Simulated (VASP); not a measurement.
Input of a VASP 6.6.1 run:

File INCAR:

```
SYSTEM = Zr
PREC = Accurate ; ENCUT = 520
EDIFF = 1E-6 ; ISMEAR = -1
SIGMA = 0.08 ; LREAL = .False.
LASPH = .True. ; NELM = 60
ALGO = Normal ; ISIF = 2
LWAVE = .False. ; LCHARG = .False.
LDIPOL = .True. ; IDIPOL = 3
DIPOL = 0.5 0.5 0.500 ; GGA = PE
NBANDS = 25
```

Contents of KPOINTS:

```
regular mesh
0
Gamma
  15 15 1
  0 0 0
```

The input POSCAR:

```
Zr
1.0
    3.2310992950      0.0000000000      0.0000000000
   -1.6155496475      2.7982140717      0.0000000000
    0.0000000000      0.0000000000     21.1751000000
Zr
3
Direct
    0.0000000000      0.0000000000      0.3822948422
    0.3333333333      0.6666666667      0.4999999952
    0.0000000000      0.0000000000      0.6177051626
```

Potentials or basis: VASP PAW PBE potentials, release 64 (Zr_sv).

Command:

```bash
$ cat potpaw_PBE.64/Zr_sv/POTCAR > POTCAR
$ mpirun -np 1 vasp_std > vasp.out
```

Task: Predict the band gap on the k mesh.

Result: Zero (band 18 reaches 1.58 eV, above the bottom of band 19 at 0.35 eV).
